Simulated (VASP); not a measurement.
# NiO in VASP: single point with PBEsol

Aim: the single point of NiO with PBEsol.

Everything below comes from runs of VASP 6.6.1. Logs are shortened: lines on timing, memory, paths and dates and some standing lists are left out, and cuts for length are marked.

## Step 1: The cell of the first run

The cell holds a slab with vacuum, 10 atoms: a = 2.911 Å, b = 2.911 Å, c = 25.694 Å, α = 90.00°, β = 90.00°, γ = 120.00°.

## Step 2: Single point, PBEsol, collinear spin, ferromagnetic start

INCAR reads:

```
SYSTEM = NiO
PREC     = Accurate       ! precision mode
ENCUT    = 520            ! plane-wave cutoff, eV
EDIFF    = 1E-7           ! SCF threshold, eV
ISMEAR   = 0              ! smearing method
SIGMA    = 0.1            ! smearing width, eV
LREAL    = .False.        ! projectors in reciprocal space
LASPH    = .True.         ! aspherical terms in the spheres
NELM     = 150            ! most SCF steps
ALGO     = Normal         ! electronic algorithm
ISIF     = 2              ! what is computed and relaxed
LWAVE    = .False.        ! write WAVECAR
LCHARG   = .False.        ! write CHGCAR
ISPIN    = 2              ! spin polarisation
MAGMOM   = 0.2 0.2 0.2 0.2 0.2 1.14 1.14 1.14 1.14 1.14 ! initial moments
LORBIT   = 11             ! projections on sites
LMAXMIX  = 4              ! l up to which the mixer works
LDIPOL   = .True.       
IDIPOL   = 3            
DIPOL    = 0.5 0.5 0.500
GGA      = PS             ! functional
NBANDS   = 55             ! bands
```

KPOINTS reads:

```
regular mesh
0
Gamma
  12 12 1
  0 0 0
```

POSCAR reads:

```
NiO
1.0
    2.9105318459      0.0000000000      0.0000000000
   -1.4552659229      2.5205945171      0.0000000000
    0.0000000000      0.0000000000     25.6939768538
O Ni
5 5
Direct
    0.3333333333      0.6666666667      0.2918972039
    0.0000000000      0.0000000000      0.3843873355
    0.6666666667      0.3333333333      0.4768774671
    0.3333333333      0.6666666667      0.5693675987
    0.0000000000      0.0000000000      0.6618577303
    0.6666666667      0.3333333333      0.3381422697
    0.3333333333      0.6666666667      0.4306324013
    0.0000000000      0.0000000000      0.5231225329
    0.6666666667      0.3333333333      0.6156126645
    0.3333333333      0.6666666667      0.7081027961
```

Potentials or basis: VASP PAW PBE potentials, release 64 (O, Ni).

On the command line:

```console
$ cat potpaw_PBE.64/O/POTCAR potpaw_PBE.64/Ni/POTCAR > POTCAR
$ mpirun -np 1 vasp_std > vasp.out
```

OUTCAR:

```text
SYSTEM = NiO
   PREC = Accurate
   ENCUT = 520
   EDIFF = 1E-7
   ISMEAR = 0
   LREAL = .False.
   LASPH = .True.
   NELM = 150
   ISIF = 2
   ISPIN = 2
   LORBIT = 11
   GGA = PS

 ion  position               nearest neighbor table
   1  0.333  0.667  0.292-   6 2.06   6 2.06   6 2.06
   2  0.000  0.000  0.384-   6 2.06   7 2.06   7 2.06   6 2.06   6 2.06   7 2.06
   3  0.667  0.333  0.477-   8 2.06   7 2.06   7 2.06   8 2.06   8 2.06   7 2.06
   4  0.333  0.667  0.569-   8 2.06   9 2.06   9 2.06   8 2.06   8 2.06   9 2.06
   5  0.000  0.000  0.662-   9 2.06  10 2.06  10 2.06   9 2.06   9 2.06  10 2.06
   6  0.667  0.333  0.338-   2 2.06   1 2.06   1 2.06   2 2.06   2 2.06   1 2.06   7 2.91   7 2.91
                             7 2.91
   7  0.333  0.667  0.431-   2 2.06   3 2.06   3 2.06   2 2.06   2 2.06   3 2.06   8 2.91   6 2.91
                             6 2.91   8 2.91   8 2.91   6 2.91
   8  0.000  0.000  0.523-   3 2.06   4 2.06   3 2.06   4 2.06   3 2.06   4 2.06   7 2.91   9 2.91
                             7 2.91   9 2.91   7 2.91   9 2.91
   9  0.667  0.333  0.616-   5 2.06   4 2.06   4 2.06   5 2.06   5 2.06   4 2.06   8 2.91  10 2.91
                            10 2.91   8 2.91   8 2.91  10 2.91
  10  0.333  0.667  0.708-   5 2.06   5 2.06   5 2.06   9 2.91   9 2.91   9 2.91

  LATTYP: Found a hexagonal cell.
 ALAT       =     2.9105318459
 C/A-ratio  =     8.8279318744

  Lattice vectors:

 A1 = (   2.9105318459,   0.0000000000,   0.0000000000)
 A2 = (  -1.4552659229,   2.5205945171,   0.0000000000)
 A3 = (   0.0000000000,   0.0000000000,  25.6939768538)

Analysis of symmetry for initial positions (statically):
=====================================================================
 Subroutine PRICEL returns:
 Original cell was already a primitive cell.

 Routine SETGRP: Setting up the symmetry group for a
 hexagonal supercell.

 Subroutine GETGRP returns: Found  6 space group operations
 (whereof  6 operations were pure point group operations)
 out of a pool of 24 trial point group operations.

The static configuration has the point symmetry C_3v.

Analysis of symmetry for dynamics (positions and initial velocities):
=====================================================================
 Subroutine PRICEL returns:
 Original cell was already a primitive cell.

 Routine SETGRP: Setting up the symmetry group for a
 hexagonal supercell.

 Subroutine GETGRP returns: Found  6 space group operations
 (whereof  6 operations were pure point group operations)
 out of a pool of 24 trial point group operations.

The dynamic configuration has the point symmetry C_3v.

Analysis of structural, dynamic, and magnetic symmetry:
=====================================================================
 Subroutine PRICEL returns:
 Original cell was already a primitive cell.

 Routine SETGRP: Setting up the symmetry group for a
 hexagonal supercell.

 Subroutine GETGRP returns: Found  6 space group operations
 (whereof  6 operations were pure point group operations)
 out of a pool of 24 trial point group operations.

The overall configuration has the point symmetry C_3v.

 Subroutine INISYM returns: Found  6 space group operations
 (whereof  6 operations are pure point group operations),
 and found     1 'primitive' translations

----------------------------------------------------------------------------------------

                                     Primitive cell

  volume of cell :     188.4980

  direct lattice vectors                    reciprocal lattice vectors
     2.910531846  0.000000000  0.000000000     0.343579817  0.198365900  0.000000000
    -1.455265923  2.520594517  0.000000000     0.000000000  0.396731800  0.000000000
     0.000000000  0.000000000 25.693976854     0.000000000  0.000000000  0.038919627

  length of vectors
     2.910531846  2.910531846 25.693976854     0.396731800  0.396731800  0.038919627

  position of ions in fractional coordinates (direct lattice)
     0.333333333  0.666666667  0.291897204
     0.000000000  0.000000000  0.384387336
     0.666666667  0.333333333  0.476877467
     0.333333333  0.666666667  0.569367599
     0.000000000  0.000000000  0.661857730
     0.666666667  0.333333333  0.338142270
     0.333333333  0.666666667  0.430632401
     0.000000000  0.000000000  0.523122533
     0.666666667  0.333333333  0.615612664
     0.333333333  0.666666667  0.708102796

  ion indices of the primitive-cell ions
   primitive index   ion index
                 1           1
                 2           2
                 3           3
                 4           4
                 5           5
                 6           6
                 7           7
                 8           8
[... 51 lines left out ...]
   number of dos      NEDOS =    301   number of ions     NIONS =     10
   total plane-waves  NPLWV = 110592
   dimension x,y,z NGX =    24 NGY =   24 NGZ =  192
   dimension x,y,z NGXF=    48 NGYF=   48 NGZF=  384
   ions per type =               5   5
   NGX,Y,Z   is equivalent  to a cutoff of  13.71, 13.71, 12.42 a.u.
   NGXF,Y,Z  is equivalent  to a cutoff of  27.42, 27.42, 24.85 a.u.
 SYSTEM =  NiO
   PREC   = accura    normal or accurate (medium, high low for compatibility)
   ISTART =      0    job   : 0-new  1-cont  2-samecut
   ICHARG =      2    charge: 1-file 2-atom 10-const
   ISPIN  =      2    spin polarized calculation?
   LNONCOLLINEAR =      F non collinear calculations
   LSORBIT =      F    spin-orbit coupling
   LASPH  =      T    aspherical Exc in radial PAW
   ENCUT  =  520.0 eV  38.22 Ry    6.18 a.u.   5.41  5.41 47.77*2*pi/ulx,y,z
   NELM   =    150;   NELMIN=  2; NELMDL= -5     # of ELM steps
   EDIFF  = 0.1E-06   stopping-criterion for ELM
   LREAL  =      F    real-space projection
   EDIFFG = 0.1E-05   stopping-criterion for IOM
   NSW    =      0    number of steps for IOM
   IBRION =     -1    ionic relax: 0-MD 1-quasi-New 2-CG
   NFREE  =      0    steps in history (QN), initial steepest desc. (CG)
   ISIF   =      2    stress and relaxation
   ISYM   =      2    0-nonsym 1-usesym 2-fastsym
   POTIM  = 0.5000    time-step for ionic-motion
   TEBEG  =    0.0;   TEEND  =   0.0 temperature during run
   PSTRESS=    0.0 pullay stress
   NELECT =      80.0000    total number of electrons
   NUPDOWN=      -1.0000    fix difference up-down
   EMIN   =  10.00;   EMAX   =-10.00  energy-range for DOS
   EFERMI =   0.00;   METHOD = LEGACY
   ISMEAR =     0;   SIGMA  =   0.10  broadening in eV -4-tet -1-fermi 0-gaus
   EFERMI_NEDOS =   21; number of points for ismear=-14 and -15
   IALGO  =     38    algorithm
   IMIX   =      4    mixing-type and parameters
     AMIX     =   0.40;   BMIX     =  1.00
     AMIX_MAG =   1.60;   BMIX_MAG =  1.00
  volume/ion in A,a.u.               =      18.85       127.20
  Fermi-wavevector in a.u.,A,eV,Ry     =   1.230276  2.324885 20.593498  1.513579
  Thomas-Fermi vector in A             =   2.365131
   LORBIT       =     11    0 simple, 1 ext, 2 COOP (PROOUT), +10 PAW based schemes
   GGA     = PS    functional components
   LHFCALC =     F    Hartree Fock is set to
   AEXX    =    0.0000 exact exchange contribution
   IVDW    =     0    specifies the selected vdW correction
   LEPSILON=     F    determine dielectric tensor
   LRPA    =     F    only Hartree local field effects (RPA)
 spin polarized calculation
 Gauss-broadening in eV      SIGMA  =   0.10
  energy-cutoff  :      520.00
  volume of cell :      188.50
 maximum number of plane-waves:      5183
 NGX is ok and might be reduce to    24
   NGX = 11   NGY = 11   NGZ = 95

 dipolmoment           0.000000      0.000000      0.016797 electrons x Angstroem

 number of electron      79.9999952 magnetization       2.9774706

 dipolmoment           0.000000      0.000000     -0.122829 electrons x Angstroem

 Free energy of the ion-electron system (eV)
  ---------------------------------------------------
  ext. energy  EPLUGINS =         0.00000000
  ---------------------------------------------------
  free energy    TOTEN  =       -60.09844649 eV

  energy without entropy =      -60.04646173  energy(sigma->0) =      -60.07245411

 E-fermi :   0.1481     XC(G=0):  -6.8456

 val. band max:        0.1477734555   @ k =   0.3333   0.0833   0.0000
 cond. band min:       0.1499194180   @ k =   0.5000  -0.0000   0.0000
 fundamental gap:      0.0021459625
 Fermi energy:         0.1480855757

 spin component 1

 k-point     1 :       0.0000    0.0000    0.0000
  band No.  band energies     occupation
      1     -20.4520      1.00000
      2     -20.0869      1.00000
      3     -19.6147      1.00000
      4     -19.1739      1.00000
      5     -17.3133      1.00000
      6      -8.1544      1.00000
[... 1034 lines left out ...]
     51       9.3734      0.00000
     52       9.5305      0.00000
 Fermi energy:         0.1480855757

 spin component 2

 k-point     1 :       0.0000    0.0000    0.0000
  band No.  band energies     occupation
      1     -20.2880      1.00000
      2     -19.9570      1.00000
      3     -19.5041      1.00000
      4     -19.0029      1.00000
      5     -17.2020      1.00000
      6      -7.9950      1.00000
[... 1034 lines left out ...]
     51       9.6291      0.00000
     52       9.6772      0.00000
 [bands above 52 left out]

------------------------ aborting loop because EDIFF is reached ----------------------------------------

 vacuum level on the upper side and lower side of the slab       (xc-potential included)        -1.570         1.401

  FORCE on cell =-STRESS in cart. coord.  units (eV):
  Direction    XX          YY          ZZ          XY          YZ          ZX
  --------------------------------------------------------------------------------------
  -------------------------------------------------------------------------------------
  Total       -4.8932498     -4.8932498     -5.1143808     -0.0000000      0.0000000     -0.0000000
  in kB      -41.5911853    -41.5911853    -43.4707343     -0.0000000      0.0000000     -0.0000000
  external PRESSURE =     -42.2177016 kB  Pullay stress =       0.0000000 kB

 VOLUME and BASIS-vectors are now :
 -----------------------------------------------------------------------------
  energy-cutoff  :      520.00
  volume of cell :      188.50
      direct lattice vectors                 reciprocal lattice vectors
     2.910531846  0.000000000  0.000000000     0.343579817  0.198365900  0.000000000
    -1.455265923  2.520594517  0.000000000     0.000000000  0.396731800  0.000000000
     0.000000000  0.000000000 25.693976854     0.000000000  0.000000000  0.038919627

 POSITION                                       TOTAL-FORCE (eV/Angst)
 -----------------------------------------------------------------------------------
     -0.00000      1.68040      7.50000        -0.000000     -0.000000      3.616861
      0.00000      0.00000      9.87644         0.000000     -0.000000     -0.103851
      1.45527      0.84020     12.25288         0.000000     -0.000000      0.041945
     -0.00000      1.68040     14.62932         0.000000     -0.000000     -0.128104
      0.00000      0.00000     17.00576        -0.000000     -0.000000      0.367914
      1.45527      0.84020      8.68822        -0.000000     -0.000000     -3.679604
     -0.00000      1.68040     11.06466        -0.000000      0.000000      0.152491
      0.00000      0.00000     13.44110         0.000000     -0.000000     -0.053588
      1.45527      0.84020     15.81754         0.000000     -0.000000      0.463825
     -0.00000      1.68040     18.19398        -0.000000     -0.000000     -0.677889
 -----------------------------------------------------------------------------------
    total drift:                                0.000000      0.000000     -0.000936

  FREE ENERGIE OF THE ION-ELECTRON SYSTEM (eV)
  ---------------------------------------------------
  free  energy   TOTEN  =       -60.0984464850 eV

  energy  without entropy=      -60.0464617337  energy(sigma->0) =      -60.07245411

 vacuum level on the upper side and lower side of the slab         5.282         8.319

 total charge

# of ion       s       p       d       tot
------------------------------------------
    1        1.597   3.153   0.000   4.750
    2        1.562   3.393   0.000   4.955
    3        1.561   3.393   0.000   4.955
    4        1.553   3.412   0.000   4.965
    5        1.560   3.365   0.000   4.925
    6        0.369   0.457   8.202   9.029
    7        0.347   0.438   8.329   9.114
    8        0.352   0.443   8.305   9.100
    9        0.347   0.438   8.325   9.110
   10        0.319   0.297   8.346   8.961
--------------------------------------------------
tot          9.568  18.789  41.508  69.865

 magnetization (x)

# of ion       s       p       d       tot
------------------------------------------
    1        0.003   0.059   0.000   0.062
    2       -0.002  -0.055   0.000  -0.058
    3        0.001   0.013   0.000   0.015
    4        0.025   0.171   0.000   0.197
    5        0.023   0.148   0.000   0.172
    6       -0.004  -0.008   0.631   0.618
    7        0.008   0.011  -1.197  -1.178
    8        0.000   0.000   1.245   1.245
    9        0.011   0.011   1.070   1.093
   10       -0.003   0.002   0.782   0.781
--------------------------------------------------
tot          0.063   0.353   2.531   2.947
```

Run time: 36 min. Hardware: 1 thread of Intel Xeon Platinum 8488C (Sapphire Rapids), shared host; peak memory 0.55 GiB.

Results:

* Free energy: -60.0984 eV
* Largest force: 3.680 eV/Å
* Net moment: 2.98 μB per cell
* Site moments: O +0.06, -0.06, +0.01, +0.20, +0.17; Ni +0.62, -1.18, +1.25, +1.09, +0.78 μB
* Valence electrons inside the program's atomic spheres: O 4.75, 4.96, 4.92 (each value once); Ni 9.03, 9.11, 9.10, 8.96 (each value once)

Forces in eV/Å, atoms in the order of the input:
```
O    0.000  0.000  3.617
O    0.000  0.000 -0.104
O    0.000  0.000  0.042
O    0.000  0.000 -0.128
O    0.000  0.000  0.368
Ni   0.000  0.000 -3.680
Ni   0.000  0.000  0.152
Ni   0.000  0.000 -0.054
Ni   0.000  0.000  0.464
Ni   0.000  0.000 -0.678
```

Caveat: the PAW data sets were made with another functional, which shifts forces and pressure a little; semilocal functionals often make such compounds metallic where correlation or magnetic order opens a gap, which also shifts bond lengths.
